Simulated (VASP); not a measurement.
# BN in VASP: a series of runs, part 2 of 3

VASP 6.6.1. The steps go on from the part before.

## (3) Electric field gradients, PBE (volume scaled by 1.04)

The input, INCAR:

```
PREC = Accurate
ENCUT = 520
EDIFF = 1E-8
ISMEAR = -1
SIGMA = 0.03
LREAL = False
LASPH = True
NELM = 60
ALGO = Normal
ISIF = 2
LWAVE = False
LCHARG = False
GGA = PE
LEFG = True
NBANDS = 11
```

The input, KPOINTS:

```
Automatic mesh
0
Gamma
  13 13 13
```

The input, POSCAR:

```
BN
1.0
    0.0000000000      1.8312856224      1.8312856224
    1.8312856224      0.0000000000      1.8312856224
    1.8312856224      1.8312856224      0.0000000000
B N
1 1
Direct
    0.0000000000      0.0000000000      0.0000000000
    0.7500000000      0.7500000000      0.7500000000
```

Potentials or basis: VASP PAW PBE potentials, release 64 (B, N).

Command:

```sh
> cat potpaw_PBE.64/B/POTCAR potpaw_PBE.64/N/POTCAR > POTCAR
> mpirun -np 1 vasp_std > vasp.out
```

OUTCAR:

```text
PREC = Accurate
   ENCUT = 520
   EDIFF = 1E-8
   ISMEAR = -1
   LREAL = False
   LASPH = True
   NELM = 60
   ISIF = 2
   GGA = PE

 ion  position               nearest neighbor table
   1  0.000  0.000  0.000-   2 1.59   2 1.59   2 1.59   2 1.59
   2  0.750  0.750  0.750-   1 1.59   1 1.59   1 1.59   1 1.59

  LATTYP: Found a face centered cubic cell.
 ALAT       =     3.6625712448

  Lattice vectors:

 A1 = (   0.0000000000,   1.8312856224,   1.8312856224)
 A2 = (   1.8312856224,   0.0000000000,   1.8312856224)
 A3 = (   1.8312856224,   1.8312856224,   0.0000000000)

Analysis of symmetry for initial positions (statically):
=====================================================================
 Subroutine PRICEL returns:
 Original cell was already a primitive cell.

 Routine SETGRP: Setting up the symmetry group for a
 face centered cubic supercell.

 Subroutine GETGRP returns: Found 24 space group operations
 (whereof 24 operations were pure point group operations)
 out of a pool of 48 trial point group operations.

The static configuration has the point symmetry T_d .

Analysis of symmetry for dynamics (positions and initial velocities):
=====================================================================
 Subroutine PRICEL returns:
 Original cell was already a primitive cell.

 Routine SETGRP: Setting up the symmetry group for a
 face centered cubic supercell.

 Subroutine GETGRP returns: Found 24 space group operations
 (whereof 24 operations were pure point group operations)
 out of a pool of 48 trial point group operations.

The dynamic configuration has the point symmetry T_d .

 Subroutine INISYM returns: Found 24 space group operations
 (whereof 24 operations are pure point group operations),
 and found     1 'primitive' translations

----------------------------------------------------------------------------------------

                                     Primitive cell

  volume of cell :      12.2828

  direct lattice vectors                    reciprocal lattice vectors
     0.000000000  1.831285622  1.831285622    -0.273032232  0.273032232  0.273032232
     1.831285622  0.000000000  1.831285622     0.273032232 -0.273032232  0.273032232
     1.831285622  1.831285622  0.000000000     0.273032232  0.273032232 -0.273032232

  length of vectors
     2.589828964  2.589828964  2.589828964     0.472905697  0.472905697  0.472905697

  position of ions in fractional coordinates (direct lattice)
     0.000000000  0.000000000  0.000000000
     0.750000000  0.750000000  0.750000000

  ion indices of the primitive-cell ions
   primitive index   ion index
                 1           1
                 2           2

----------------------------------------------------------------------------------------

 KPOINTS: Automatic mesh

Automatic generation of k-mesh.
 Grid dimensions read from file:
 generate k-points for:   13   13   13

 Generating k-lattice:
[... 71 lines left out ...]
   TEBEG  =    0.0;   TEEND  =   0.0 temperature during run
   PSTRESS=    0.0 pullay stress
   NELECT =       8.0000    total number of electrons
   NUPDOWN=      -1.0000    fix difference up-down
   EMIN   =  10.00;   EMAX   =-10.00  energy-range for DOS
   EFERMI =   0.00;   METHOD = LEGACY
   ISMEAR =    -1;   SIGMA  =   0.03  broadening in eV -4-tet -1-fermi 0-gaus
   EFERMI_NEDOS =   21; number of points for ismear=-14 and -15
   IALGO  =     38    algorithm
   IMIX   =      4    mixing-type and parameters
     AMIX     =   0.40;   BMIX     =  1.00
     AMIX_MAG =   1.60;   BMIX_MAG =  1.00
  volume/ion in A,a.u.               =       6.14        41.44
  Fermi-wavevector in a.u.,A,eV,Ry     =   1.419075  2.681663 27.399064  2.013774
  Thomas-Fermi vector in A             =   2.540134
   LORBIT       =      0    0 simple, 1 ext, 2 COOP (PROOUT), +10 PAW based schemes
   GGA     = PE    functional components
   LHFCALC =     F    Hartree Fock is set to
   AEXX    =    0.0000 exact exchange contribution
   IVDW    =     0    specifies the selected vdW correction
   LEPSILON=     F    determine dielectric tensor
   LRPA    =     F    only Hartree local field effects (RPA)
 non-spin polarized calculation
  energy-cutoff  :      520.00
  volume of cell :       12.28
 maximum number of plane-waves:       338
   NGX =  9   NGY =  9   NGZ =  9

 number of electron       8.0000001 magnetization

 Free energy of the ion-electron system (eV)
  ---------------------------------------------------
  ext. energy  EPLUGINS =         0.00000000
  ---------------------------------------------------
  free energy    TOTEN  =       -17.43889599 eV

  energy without entropy =      -17.43889599  energy(sigma->0) =      -17.43889599

 E-fermi :   7.4731     XC(G=0): -12.6294

 val. band max:        6.9275632412   @ k =   0.0000   0.0000   0.0000
 cond. band min:      11.4154118800   @ k =   0.4615   0.4615   0.0000
 fundamental gap:      4.4878486388
 Fermi energy:         7.4730623808

 k-point     1 :       0.0000    0.0000    0.0000
  band No.  band energies     occupation
      1     -12.8640      2.00000
      2       6.9276      2.00000
      3       6.9276      2.00000
      4       6.9276      2.00000
      5      15.5609      0.00000
      6      15.5609      0.00000
      7      15.5609      0.00000
      8      16.6463      0.00000
      9      30.9507      0.00000
     10      34.2226      0.00000
     11      34.2226      0.00000
[... 309 lines left out ...]
 k-point    24 :       0.4615    0.1538    0.0000
  band No.  band energies     occupation
      1      -9.0463      2.00000
      2      -2.0515      2.00000
      3       3.7619      2.00000
      4       4.2098      2.00000
      5      15.6212      0.00000
      6      18.5886      0.00000
      7      19.1408      0.00000
      8      21.1677      0.00000
      9      27.3261      0.00000
     10      32.4266      0.00000
     11      34.3830      0.00000

 [... further k-points ...]
[... 5 lines left out ...]
  --------------------------------------------------------------------------------------
  -------------------------------------------------------------------------------------
  Total       -0.8274862     -0.8274862     -0.8274862     -0.0000000      0.0000000      0.0000000
  in kB     -107.9376853   -107.9376853   -107.9376853     -0.0000000      0.0000000      0.0000000
  external PRESSURE =    -107.9376853 kB  Pullay stress =       0.0000000 kB

 VOLUME and BASIS-vectors are now :
 -----------------------------------------------------------------------------
  energy-cutoff  :      520.00
  volume of cell :       12.28
      direct lattice vectors                 reciprocal lattice vectors
     0.000000000  1.831285622  1.831285622    -0.273032232  0.273032232  0.273032232
     1.831285622  0.000000000  1.831285622     0.273032232 -0.273032232  0.273032232
     1.831285622  1.831285622  0.000000000     0.273032232  0.273032232 -0.273032232

 POSITION                                       TOTAL-FORCE (eV/Angst)
 -----------------------------------------------------------------------------------
      0.00000      0.00000      0.00000         0.000000      0.000000      0.000000
      2.74693      2.74693      2.74693        -0.000000     -0.000000     -0.000000
 -----------------------------------------------------------------------------------
    total drift:                                0.000000      0.000000     -0.000000

  FREE ENERGIE OF THE ION-ELECTRON SYSTEM (eV)
  ---------------------------------------------------
  free  energy   TOTEN  =       -17.4388959876 eV

  energy  without entropy=      -17.4388959876  energy(sigma->0) =      -17.43889599

 Electric field gradients (V/A^2)
---------------------------------------------------------------------
 ion       V_xx      V_yy      V_zz      V_xy      V_xz      V_yz
---------------------------------------------------------------------
   1      -0.000    -0.000    -0.000     0.000     0.000     0.000
   2      -0.000     0.000     0.000     0.000     0.000     0.000
---------------------------------------------------------------------

 Electric field gradients after diagonalization (V/A^2)
 (convention: |V_zz| > |V_xx| > |V_yy|)
----------------------------------------------------------------------
 ion       V_xx      V_yy      V_zz     asymmetry (V_yy - V_xx)/ V_zz
----------------------------------------------------------------------
   1      -0.000    -0.000     0.000       0.000
   2      -0.000    -0.000     0.000       0.000
----------------------------------------------------------------------

           NMR quadrupolar parameters

 Cq : quadrupolar parameter    Cq=e*Q*V_zz/h
 eta: asymmetry parameters     (V_yy - V_xx)/ V_zz
 Q  : nuclear electric quadrupole moment in mb (millibarn)
----------------------------------------------------------------------
 ion       Cq(MHz)       eta       Q (mb)
----------------------------------------------------------------------
   1       0.000       0.000       1.000
   2       0.000       0.000       1.000
----------------------------------------------------------------------
```

Wall time 15 s (1 thread of AMD EPYC 7R43 (Zen 3), shared host); peak memory 0.08 GiB.

Results:

| Item | Value |
| --- | --- |
| Free energy | -17.4389 eV |
| Pressure | -10.8 GPa |
| Band gap on the k mesh | 4.49 eV, indirect (least direct gap 8.63 eV) |

Levels at points of the mesh, in eV from the valence-band top:
```
           k point  band 1  band 2  band 3  band 4  band 5  band 6  band 7  band 8  band 9
(0.00, 0.00, 0.00)  -19.79    0.00    0.00    0.00    8.63    8.63    8.63    9.72   24.02
```

Caveat: without QUAD_EFG the Cq values of the log hold for a quadrupole moment of 1 mb, not for the nuclei.

## (4) Electric field gradients, PBE (volume scaled by 1.04)

The input, INCAR:

```
SYSTEM = BN
  PREC = Accurate
  ENCUT = 520
  EDIFF = 1E-8
  ISMEAR = -1
  SIGMA = 0.03
  LREAL = .FALSE.
  LASPH = .TRUE.
  NELM = 80
  ALGO = Normal
  ISIF = 2
  LWAVE = .FALSE.
  LCHARG = .FALSE.
  GGA = PE
  LEFG = .TRUE.
  NBANDS = 11
```

The input, KPOINTS:

```
regular mesh
0
G
  13 13 13
  0 0 0
```

POSCAR is that of step 3.

Potentials or basis: VASP PAW PBE potentials, release 64 (B, N).

Command:

```sh
> cat potpaw_PBE.64/B/POTCAR potpaw_PBE.64/N/POTCAR > POTCAR
> mpirun -np 1 vasp_std > vasp.out
```

OUTCAR:

```text
SYSTEM = BN
   PREC = Accurate
   ENCUT = 520
   EDIFF = 1E-8
   ISMEAR = -1
   LREAL = .FALSE.
   LASPH = .TRUE.
   NELM = 80
   ISIF = 2
   GGA = PE

 ion  position               nearest neighbor table
   1  0.000  0.000  0.000-   2 1.59   2 1.59   2 1.59   2 1.59
   2  0.750  0.750  0.750-   1 1.59   1 1.59   1 1.59   1 1.59

  LATTYP: Found a face centered cubic cell.
 ALAT       =     3.6625712448

  Lattice vectors:

 A1 = (   0.0000000000,   1.8312856224,   1.8312856224)
 A2 = (   1.8312856224,   0.0000000000,   1.8312856224)
 A3 = (   1.8312856224,   1.8312856224,   0.0000000000)

Analysis of symmetry for initial positions (statically):
=====================================================================
 Subroutine PRICEL returns:
 Original cell was already a primitive cell.

 Routine SETGRP: Setting up the symmetry group for a
 face centered cubic supercell.

 Subroutine GETGRP returns: Found 24 space group operations
[... 522 lines left out ...]
  volume of cell :       12.28
      direct lattice vectors                 reciprocal lattice vectors
     0.000000000  1.831285622  1.831285622    -0.273032232  0.273032232  0.273032232
     1.831285622  0.000000000  1.831285622     0.273032232 -0.273032232  0.273032232
     1.831285622  1.831285622  0.000000000     0.273032232  0.273032232 -0.273032232

 POSITION                                       TOTAL-FORCE (eV/Angst)
 -----------------------------------------------------------------------------------
      0.00000      0.00000      0.00000         0.000000      0.000000      0.000000
      2.74693      2.74693      2.74693        -0.000000     -0.000000     -0.000000
 -----------------------------------------------------------------------------------
    total drift:                                0.000000      0.000000     -0.000000

  FREE ENERGIE OF THE ION-ELECTRON SYSTEM (eV)
  ---------------------------------------------------
  free  energy   TOTEN  =       -17.4388959876 eV

  energy  without entropy=      -17.4388959876  energy(sigma->0) =      -17.43889599

 Electric field gradients (V/A^2)
---------------------------------------------------------------------
 ion       V_xx      V_yy      V_zz      V_xy      V_xz      V_yz
---------------------------------------------------------------------
   1      -0.000    -0.000    -0.000     0.000     0.000     0.000
   2      -0.000     0.000     0.000     0.000     0.000     0.000
---------------------------------------------------------------------

 Electric field gradients after diagonalization (V/A^2)
 (convention: |V_zz| > |V_xx| > |V_yy|)
----------------------------------------------------------------------
 ion       V_xx      V_yy      V_zz     asymmetry (V_yy - V_xx)/ V_zz
----------------------------------------------------------------------
   1      -0.000    -0.000     0.000       0.000
   2      -0.000    -0.000     0.000       0.000
----------------------------------------------------------------------

           NMR quadrupolar parameters

 Cq : quadrupolar parameter    Cq=e*Q*V_zz/h
 eta: asymmetry parameters     (V_yy - V_xx)/ V_zz
 Q  : nuclear electric quadrupole moment in mb (millibarn)
----------------------------------------------------------------------
 ion       Cq(MHz)       eta       Q (mb)
----------------------------------------------------------------------
   1       0.000       0.000       1.000
   2       0.000       0.000       1.000
----------------------------------------------------------------------
```

OSZICAR:

```text
N       E                     dE             d eps       ncg     rms          rms(c)
DAV:   1     0.105489269637E+02    0.10549E+02   -0.47542E+03  1896   0.710E+02
DAV:   2    -0.177897486272E+02   -0.28339E+02   -0.27207E+02  2217   0.165E+02
DAV:   3    -0.183448600993E+02   -0.55511E+00   -0.55397E+00  2178   0.192E+01
DAV:   4    -0.183456240641E+02   -0.76396E-03   -0.76395E-03  1998   0.771E-01
DAV:   5    -0.183456248359E+02   -0.77180E-06   -0.77179E-06  2133   0.242E-02    0.649E+00
DAV:   6    -0.175118057572E+02    0.83382E+00   -0.30040E+00  1938   0.981E+00    0.313E+00
DAV:   7    -0.174517451199E+02    0.60061E-01   -0.88222E-02  2055   0.250E+00    0.187E+00
DAV:   8    -0.174386543699E+02    0.13091E-01   -0.33839E-02  2034   0.133E+00    0.172E-01
DAV:   9    -0.174387974602E+02   -0.14309E-03   -0.10358E-03  1944   0.255E-01    0.798E-02
DAV:  10    -0.174388902589E+02   -0.92799E-04   -0.12791E-04  2018   0.966E-02    0.147E-02
DAV:  11    -0.174388959662E+02   -0.57073E-05   -0.10254E-05  2115   0.260E-02    0.106E-02
DAV:  12    -0.174388959971E+02   -0.30906E-07   -0.17407E-06  2043   0.891E-03    0.635E-04
DAV:  13    -0.174388959876E+02    0.95067E-08   -0.24042E-08  2058   0.151E-03
   1 F= -.17438896E+02 E0= -.17438896E+02  d E =-.216674E-10
```

stdout:

```text
POSCAR found type information on POSCAR B N
 POSCAR found :  2 types and       2 ions
 scaLAPACK will be used
 LDA part: xc-table for (Slater+PW92), standard interpolation
 POSCAR, INCAR and KPOINTS ok, starting setup
 FFT: planning ... GRIDC
 FFT: planning ... GRID_SOFT
 FFT: planning ... GRID
 WAVECAR not read
 entering main loop
ion   1

ion   2
```

It took 16 s on 1 thread of AMD EPYC 7R43 (Zen 3), shared host; peak memory 0.09 GiB.

Results:

- Free energy: -17.4389 eV
- Pressure: -10.8 GPa
- Band gap on the k mesh: 4.49 eV, indirect (least direct gap 8.63 eV)

Caveat: without QUAD_EFG the Cq values of the log hold for a quadrupole moment of 1 mb, not for the nuclei.

(Continued in part 3 of 3.)
